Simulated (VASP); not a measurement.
## PC18: single point with PBE+D3(BJ)

PC18, a slab with vacuum:

```
C P
1.0
     7.39800    0.00000    0.00000
    -3.69900    6.40686    0.00000
     0.00000    0.00000   12.00000
C P
18 1
Direct
  0.00545 0.00386 0.08368
  0.22349 0.11495 0.07862
  0.00501 0.34378 0.10813
  0.22920 0.45150 0.08407
  0.00185 0.67218 0.07795
  0.22481 0.78341 0.07846
  0.33495 0.00370 0.07594
  0.55766 0.11494 0.07861
  0.33637 0.34087 0.07819
  0.55904 0.45186 0.07511
  0.33654 0.67219 0.07794
  0.55710 0.78312 0.07751
  0.66462 0.00386 0.08365
  0.88858 0.11095 0.10681
  0.67072 0.34087 0.07819
  0.88851 0.45149 0.08408
  0.66917 0.67213 0.07761
  0.89223 0.78311 0.07753
  0.94443 0.22256 0.25791
```

* Program: VASP 6.6.1
* Task: single point
* Functional: PBE
* Dispersion: D3(BJ)
* Potentials or basis: VASP PAW PBE potentials, release 64 (C, P)
* Cutoff: 520 eV
* k mesh: 2 × 2 × 1
* Occupations: gaussian, width 0.02 eV
* Spin: collinear spin
* Starting moments: [0.0, 0.0, 0.0, 0.0, 0.0, 0.0, 0.0, 0.0, 0.0, 0.0, 0.0, 0.0, 0.0, 0.0, 0.0, 0.0, 0.0, 0.0, 0.27] μB
* Dipole correction: no
* Further INCAR settings: LREAL = Auto; ALGO = Normal; EDIFF = 1e-06; NBANDS = 58

```json
{
 "Largest force": "0.052 eV/Å",
 "Band gap on the k mesh": "0.17 eV",
 "Net moment": "1.00 μB per cell",
 "Site moments": "C -0.03, +0.04, -0.01, -0.02, +0.01, -0.00 (each value once); P +0.40 μB",
 "Valence electrons inside the program's atomic spheres": "C 2.65, 2.59, 2.66, 2.60 (each value once); P 2.43",
 "Dispersion energy per atom": "-0.096 eV"
}
```

Forces in eV/Å, atoms in the order of the input:
```
C   -0.022 -0.001  0.000
C    0.003  0.003  0.002
C   -0.007 -0.007  0.029
C   -0.001 -0.003  0.000
C    0.007  0.005 -0.001
C    0.002 -0.002 -0.001
C    0.001  0.003 -0.003
C    0.000  0.007 -0.004
C   -0.007 -0.005 -0.001
C    0.003 -0.001 -0.005
C    0.002  0.002 -0.003
C    0.006  0.000  0.001
C    0.010  0.000  0.003
C    0.005  0.006  0.036
C    0.005 -0.013  0.001
C    0.010 -0.003  0.003
C   -0.001  0.011 -0.001
C   -0.014 -0.004 -0.003
P    0.000  0.002 -0.052
```

Levels at points of the mesh, in eV from the valence-band top:
Spin up:
```csv
k point,band 37,band 38,band 39,band 40,band 41,band 42
"(0.00, 0.00, 0.00)",-1.17,-0.76,-0.01,0.29,1.24,3.00
"(0.50, 0.00, 0.00)",-2.27,-1.17,-0.65,1.52,2.08,2.60
"(0.00, 0.50, 0.00)",-2.33,-1.13,-0.22,0.86,2.24,2.64
"(0.50, 0.50, 0.00)",-2.27,-1.17,-0.65,1.52,2.08,2.60
```
Spin down:
| k point | band 34 | band 35 | band 36 | band 37 | band 38 | band 39 | band 40 | band 41 | band 42 | band 43 |
| --- | --- | --- | --- | --- | --- | --- | --- | --- | --- | --- |
| (0.00, 0.00, 0.00) | -2.98 | -2.94 | -1.62 | -0.72 | 0.00 | 0.17 | 0.62 | 1.35 | 3.21 | 3.50 |
| (0.50, 0.00, 0.00) | -2.94 | -2.56 | -2.47 | -2.25 | -0.51 | 0.27 | 1.61 | 2.21 | 2.62 | 2.68 |
| (0.00, 0.50, 0.00) | -2.88 | -2.52 | -2.49 | -2.31 | -0.08 | 0.39 | 0.92 | 2.26 | 2.67 | 2.74 |
| (0.50, 0.50, 0.00) | -2.94 | -2.56 | -2.47 | -2.25 | -0.51 | 0.27 | 1.61 | 2.21 | 2.62 | 2.68 |

Run time: 21 min on 1 thread of Oxide Virtual Turin-like Processor, with other jobs on the host, peak memory 0.83 GiB.

Caveat: the k points lie up to 0.49 Å⁻¹ apart.
